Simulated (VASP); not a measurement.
# Co (Fd-3m) in VASP: a series of runs, part 2 of 2

VASP 6.6.1. The steps go on from the part before.

## (4) Single point, BLYP, collinear spin, ferromagnetic start (15.77 Å³/atom)

This run uses another cell than the first one, of 15.77 Å³/atom.

File INCAR:

```
SYSTEM = Co
  PREC = Accurate
  ENCUT = 520
  EDIFF = 1E-7
  ISMEAR = -1
  SIGMA = 0.05
  LREAL = .FALSE.
  LASPH = .TRUE.
  NELM = 150
  ALGO = Normal
  ISIF = 2
  LWAVE = .FALSE.
  LCHARG = .FALSE.
  ISPIN = 2
  MAGMOM = -1.736 -1.736
  LORBIT = 11
  LMAXMIX = 4
  GGA = B5
  ALDAX = 1.0
  AGGAX = 1.0
  AGGAC = 1.0
  ALDAC = 0.0
  NBANDS = 20
```

File KPOINTS:

```
Automatic mesh
0
G
  12 12 12
  0 0 0
```

File POSCAR:

```
Co
1.0
    0.0000000000      2.5075087123      2.5075087123
    2.5075087123      0.0000000000      2.5075087123
    2.5075087123      2.5075087123      0.0000000000
Co
2
Direct
    0.1250000000      0.1250000000      0.1250000000
    0.8750000000      0.8750000000      0.8750000000
```

Potentials or basis: VASP PAW PBE potentials, release 64 (Co).

On the command line:

```
cat potpaw_PBE.64/Co/POTCAR > POTCAR
mpirun -np 1 vasp_std > vasp.out
```

OUTCAR:

```text
SYSTEM = Co
   PREC = Accurate
   ENCUT = 520
   EDIFF = 1E-7
   ISMEAR = -1
   LREAL = .FALSE.
   LASPH = .TRUE.
   NELM = 150
   ISIF = 2
   ISPIN = 2
   LORBIT = 11
   GGA = B5

 ion  position               nearest neighbor table
   1  0.125  0.125  0.125-   2 2.17   2 2.17   2 2.17   2 2.17
   2  0.875  0.875  0.875-   1 2.17   1 2.17   1 2.17   1 2.17

  LATTYP: Found a face centered cubic cell.
 ALAT       =     5.0150174246

  Lattice vectors:

 A1 = (   0.0000000000,   2.5075087123,   2.5075087123)
 A2 = (   2.5075087123,   0.0000000000,   2.5075087123)
 A3 = (   2.5075087123,   2.5075087123,   0.0000000000)

Analysis of symmetry for initial positions (statically):
[... 1320 lines left out ...]
  energy-cutoff  :      520.00
  volume of cell :       31.53
      direct lattice vectors                 reciprocal lattice vectors
     0.000000000  2.507508712  2.507508712    -0.199401102  0.199401102  0.199401102
     2.507508712  0.000000000  2.507508712     0.199401102 -0.199401102  0.199401102
     2.507508712  2.507508712  0.000000000     0.199401102  0.199401102 -0.199401102

 POSITION                                       TOTAL-FORCE (eV/Angst)
 -----------------------------------------------------------------------------------
      0.62688      0.62688      0.62688        -0.000000     -0.000000     -0.000000
      4.38814      4.38814      4.38814         0.000000      0.000000      0.000000
 -----------------------------------------------------------------------------------
    total drift:                               -0.000000     -0.000000     -0.000000

  FREE ENERGIE OF THE ION-ELECTRON SYSTEM (eV)
  ---------------------------------------------------
  free  energy   TOTEN  =       -10.2213772619 eV

  energy  without entropy=      -10.2022914097  energy(sigma->0) =      -10.21183434

 total charge

# of ion       s       p       d       tot
------------------------------------------
    1        0.543   0.359   7.371   8.273
    2        0.543   0.359   7.371   8.273
--------------------------------------------------
tot          1.086   0.717  14.742  16.546

 magnetization (x)

# of ion       s       p       d       tot
------------------------------------------
    1        0.029   0.008  -1.680  -1.644
    2        0.029   0.008  -1.680  -1.644
--------------------------------------------------
tot          0.057   0.015  -3.360  -3.288
```

OSZICAR:

```text
N       E                     dE             d eps       ncg     rms          rms(c)
DAV:   1     0.938234397654E+02    0.93823E+02   -0.77616E+03  5840   0.107E+03
DAV:   2    -0.658763869451E+01   -0.10041E+03   -0.89503E+02  5796   0.208E+02
DAV:   3    -0.112259388684E+02   -0.46383E+01   -0.44486E+01  6512   0.561E+01
DAV:   4    -0.112980388908E+02   -0.72100E-01   -0.72041E-01  7132   0.630E+00
DAV:   5    -0.113002473448E+02   -0.22085E-02   -0.22083E-02  7004   0.103E+00    0.108E+01
DAV:   6    -0.108452009618E+02    0.45505E+00   -0.77672E+00  6800   0.470E+01    0.794E+00
DAV:   7    -0.101933266936E+02    0.65187E+00   -0.21297E+00  6920   0.220E+01    0.270E+00
DAV:   8    -0.101924091061E+02    0.91759E-03   -0.22767E-02  7092   0.106E+00    0.187E+00
DAV:   9    -0.102067085215E+02   -0.14299E-01   -0.10069E-02  7532   0.130E+00    0.129E+00
DAV:  10    -0.102193911280E+02   -0.12683E-01   -0.55411E-03  8144   0.107E+00    0.745E-01
DAV:  11    -0.102205434255E+02   -0.11523E-02   -0.63260E-04  7280   0.248E-01    0.488E-01
DAV:  12    -0.102213157545E+02   -0.77233E-03   -0.40631E-04  7216   0.311E-01    0.109E-01
DAV:  13    -0.102213744148E+02   -0.58660E-04   -0.82748E-05  8452   0.964E-02    0.160E-02
DAV:  14    -0.102213763193E+02   -0.19045E-05   -0.39570E-06  6488   0.201E-02    0.134E-02
DAV:  15    -0.102213770154E+02   -0.69611E-06   -0.12743E-06  7712   0.156E-02    0.608E-03
DAV:  16    -0.102213772401E+02   -0.22469E-06   -0.15141E-07  5244   0.458E-03    0.124E-03
DAV:  17    -0.102213772619E+02   -0.21793E-07   -0.12681E-08  3180   0.132E-03
   1 F= -.10221377E+02 E0= -.10211834E+02  d E =-.190859E-01  mag=    -3.3208
```

stdout:

```text
POSCAR found type information on POSCAR Co
 POSCAR found :  1 types and       2 ions
 scaLAPACK will be used
 -----------------------------------------------------------------------------
|                                                                             |
|                                                                             |
|     You enforced a specific xc type in the INCAR file but a different       |
|     I HOPE YOU KNOW WHAT YOU ARE DOING!                                     |
|                                                                             |
 -----------------------------------------------------------------------------

 LDA part: xc-table for (Slater(with rela. corr.)+VWN5), standard interpolation
 POSCAR, INCAR and KPOINTS ok, starting setup
 FFT: planning ... GRIDC
 FFT: planning ... GRID_SOFT
 FFT: planning ... GRID
 WAVECAR not read
 entering main loop
```

Wall time 2.3 min (1 thread of Intel Xeon 6975P-C (Granite Rapids), shared host); peak memory 0.2 GiB.

Results:

* Free energy: -10.2214 eV
* Pressure: 8.4 GPa
* Net moment: -3.32 μB per cell
* Site moments: Co -1.64 μB
* Valence electrons inside the program's atomic spheres: Co 8.27

Caveat: the cell stands under pressure; the PAW data sets were made with another functional, which shifts forces and pressure a little.

## (5) Single point, BLYP, collinear spin, ferromagnetic start (16.45 Å³/atom)

This run uses another cell than the first one, of 16.45 Å³/atom.

File INCAR:

```
SYSTEM = Co
PREC = Accurate ; ENCUT = 520
EDIFF = 1E-7 ; ISMEAR = -1
SIGMA = 0.05 ; LREAL = .FALSE.
LASPH = .TRUE. ; NELM = 150
ALGO = Normal ; ISIF = 2
LWAVE = .FALSE. ; LCHARG = .FALSE.
ISPIN = 2 ; MAGMOM = -1.736 -1.736
LORBIT = 11 ; LMAXMIX = 4
GGA = B5 ; ALDAX = 1.0
AGGAX = 1.0 ; AGGAC = 1.0
ALDAC = 0.0 ; NBANDS = 20
```

File KPOINTS:

```
regular mesh
0
G
  12 12 12
  0 0 0
```

File POSCAR:

```
Co
1.0
    0.0000000000      2.5433351057      2.5433351057
    2.5433351057      0.0000000000      2.5433351057
    2.5433351057      2.5433351057      0.0000000000
Co
2
Direct
    0.1250000000      0.1250000000      0.1250000000
    0.8750000000      0.8750000000      0.8750000000
```

Potentials or basis: VASP PAW PBE potentials, release 64 (Co).

On the command line:

```
cat potpaw_PBE.64/Co/POTCAR > POTCAR
mpirun -np 1 vasp_std > vasp.out
```

OUTCAR:

```text
SYSTEM = Co
   PREC = Accurate
   ENCUT = 520
   EDIFF = 1E-7
   ISMEAR = -1
   LREAL = .FALSE.
   LASPH = .TRUE.
   NELM = 150
   ISIF = 2
   ISPIN = 2
   LORBIT = 11
   GGA = B5

 ion  position               nearest neighbor table
   1  0.125  0.125  0.125-   2 2.20   2 2.20   2 2.20   2 2.20
   2  0.875  0.875  0.875-   1 2.20   1 2.20   1 2.20   1 2.20

  LATTYP: Found a face centered cubic cell.
 ALAT       =     5.0866702114

  Lattice vectors:

 A1 = (   0.0000000000,   2.5433351057,   2.5433351057)
 A2 = (   2.5433351057,   0.0000000000,   2.5433351057)
 A3 = (   2.5433351057,   2.5433351057,   0.0000000000)

Analysis of symmetry for initial positions (statically):
=====================================================================
 Subroutine PRICEL returns:
 Original cell was already a primitive cell.

 Routine SETGRP: Setting up the symmetry group for a
 face centered cubic supercell.

 Subroutine GETGRP returns: Found 48 space group operations
 (whereof 12 operations were pure point group operations)
 out of a pool of 48 trial point group operations.
[... 1293 lines left out ...]
     19      24.9672      0.00000
     20      25.2991      0.00000

 [... further k-points ...]

------------------------ aborting loop because EDIFF is reached ----------------------------------------

  FORCE on cell =-STRESS in cart. coord.  units (eV):
  Direction    XX          YY          ZZ          XY          YZ          ZX
  --------------------------------------------------------------------------------------
  -------------------------------------------------------------------------------------
  Total        0.7589482      0.7589482      0.7589482      0.0000000      0.0000000      0.0000000
  in kB       36.9557450     36.9557450     36.9557450      0.0000000      0.0000000      0.0000000
  external PRESSURE =      36.9557450 kB  Pullay stress =       0.0000000 kB

 VOLUME and BASIS-vectors are now :
 -----------------------------------------------------------------------------
  energy-cutoff  :      520.00
  volume of cell :       32.90
      direct lattice vectors                 reciprocal lattice vectors
     0.000000000  2.543335106  2.543335106    -0.196592261  0.196592261  0.196592261
     2.543335106  0.000000000  2.543335106     0.196592261 -0.196592261  0.196592261
     2.543335106  2.543335106  0.000000000     0.196592261  0.196592261 -0.196592261

 POSITION                                       TOTAL-FORCE (eV/Angst)
 -----------------------------------------------------------------------------------
      0.63583      0.63583      0.63583         0.000000      0.000000      0.000000
      4.45084      4.45084      4.45084        -0.000000     -0.000000     -0.000000
 -----------------------------------------------------------------------------------
    total drift:                                0.000000      0.000000     -0.000000

  FREE ENERGIE OF THE ION-ELECTRON SYSTEM (eV)
  ---------------------------------------------------
  free  energy   TOTEN  =       -10.2730256736 eV

  energy  without entropy=      -10.2558202857  energy(sigma->0) =      -10.26442298

 total charge

# of ion       s       p       d       tot
------------------------------------------
    1        0.530   0.336   7.346   8.213
    2        0.530   0.336   7.346   8.213
--------------------------------------------------
tot          1.061   0.673  14.691  16.425

 magnetization (x)

# of ion       s       p       d       tot
------------------------------------------
    1        0.029   0.010  -1.722  -1.683
    2        0.029   0.010  -1.722  -1.683
--------------------------------------------------
tot          0.057   0.020  -3.444  -3.367
```

stdout:

```text
POSCAR found type information on POSCAR Co
 POSCAR found :  1 types and       2 ions
 scaLAPACK will be used
 -----------------------------------------------------------------------------
|                                                                             |
|                                                                             |
|     You enforced a specific xc type in the INCAR file but a different       |
|     I HOPE YOU KNOW WHAT YOU ARE DOING!                                     |
|                                                                             |
 -----------------------------------------------------------------------------

 LDA part: xc-table for (Slater(with rela. corr.)+VWN5), standard interpolation
 POSCAR, INCAR and KPOINTS ok, starting setup
 FFT: planning ... GRIDC
 FFT: planning ... GRID_SOFT
 FFT: planning ... GRID
 WAVECAR not read
 entering main loop
```

Run time: 2.7 min. Hardware: 1 thread of Intel Xeon 6975P-C (Granite Rapids), shared host; peak memory 0.21 GiB.

What came out:

```
Free energy                                           : -10.2730 eV
Pressure                                              : 3.7 GPa
Net moment                                            : -3.39 μB per cell
Site moments                                          : Co -1.68 μB
Valence electrons inside the program's atomic spheres : Co 8.21
```

Caveat: the cell stands under pressure; the PAW data sets were made with another functional, which shifts forces and pressure a little.

## (6) Single point, BLYP, collinear spin, ferromagnetic start (17.14 Å³/atom)

File INCAR:

```
SYSTEM = Co
PREC = Accurate ; ENCUT = 520
EDIFF = 1E-7 ; ISMEAR = -1
SIGMA = 0.05 ; LREAL = .False.
LASPH = .True. ; NELM = 150
ALGO = Normal ; ISIF = 2
LWAVE = .False. ; LCHARG = .True.
ISPIN = 2 ; MAGMOM = -1.736 -1.736
LORBIT = 11 ; LMAXMIX = 4
GGA = B5 ; ALDAX = 1.0
AGGAX = 1.0 ; AGGAC = 1.0
ALDAC = 0.0 ; LELF = .True.
LVHAR = .True. ; NBANDS = 20
```

File KPOINTS:

```
Automatic mesh
0
Gamma
  12 12 12
  0 0 0
```

File POSCAR:

```
Co
1.0
    0.0000000000      2.5781796426      2.5781796426
    2.5781796426      0.0000000000      2.5781796426
    2.5781796426      2.5781796426      0.0000000000
Co
2
Direct
    0.1250000000      0.1250000000      0.1250000000
    0.8750000000      0.8750000000      0.8750000000
```

Potentials or basis: VASP PAW PBE potentials, release 64 (Co).

On the command line:

```
cat potpaw_PBE.64/Co/POTCAR > POTCAR
mpirun -np 1 vasp_std > vasp.out
```

Wall time 2.4 min (1 thread of Intel Xeon 6975P-C (Granite Rapids), shared host); peak memory 0.21 GiB.

The run converged. Its results:

```yaml
Free_energy: -10.2875 eV
Pressure: -0.2 GPa
Net_moment: -3.42 μB per cell
Site_moments: Co -1.71 μB
Valence_electrons_inside_the_program's_atomic_spheres: Co 8.16
```

Levels at points of the mesh, in eV from the Fermi level:
Spin up:
```tsv
k point	band 4	band 5	band 6	band 7	band 8	band 9	band 10	band 11
(0.00, 0.00, 0.00)	-1.61	-1.59	-1.59	0.01	0.01	0.01	1.34	1.34
(0.50, 0.00, 0.00)	-1.57	-1.51	-1.51	-0.93	0.52	0.52	1.06	1.06
(0.50, 0.50, 0.00)	-1.49	-1.33	-1.33	-0.08	-0.08	1.20	1.20	2.37
```
Spin down:
```
           k point  band 8  band 9  band 10  band 11  band 12  band 13  band 14  band 15
(0.00, 0.00, 0.00)   -1.56   -1.56    -0.66    -0.66    11.79    11.79    11.79    12.22
(0.50, 0.00, 0.00)   -1.31   -1.10    -0.72    -0.72     0.61     8.57     8.57    12.36
(0.50, 0.50, 0.00)   -1.89   -0.57    -0.57     1.19     1.19     4.57     4.57     9.54
```

Caveat: the PAW data sets were made with another functional, which shifts forces and pressure a little.

## (7) Summary

| cell | gap on the mesh (eV) | pressure (GPa) | moment (μB) |
| --- | --- | --- | --- |
| a = 3.494 Å, angles 60.0°, 2 atoms | none | 5.2 | 1.20 |
| a = 3.546 Å, angles 60.0°, 2 atoms | none | 8.4 | 3.32 |
| a = 3.597 Å, angles 60.0°, 2 atoms | none | 3.7 | 3.39 |
| a = 3.646 Å, angles 60.0°, 2 atoms | none | -0.2 | 3.42 |

Alike in all rows: task single point; level BLYP; potentials or basis VASP PAW PBE potentials, release 64 (Co); spin collinear, ferromagnetic start; k mesh 12 × 12 × 12; cutoff (eV) 520; smearing fermi-dirac 0.05 eV.

Caveats: the PAW data sets were made with another functional, which shifts forces and pressure a little; the cell stands under pressure (at least some runs).

Total energies depend on the potentials used, so only differences within one code and one set of settings carry meaning.
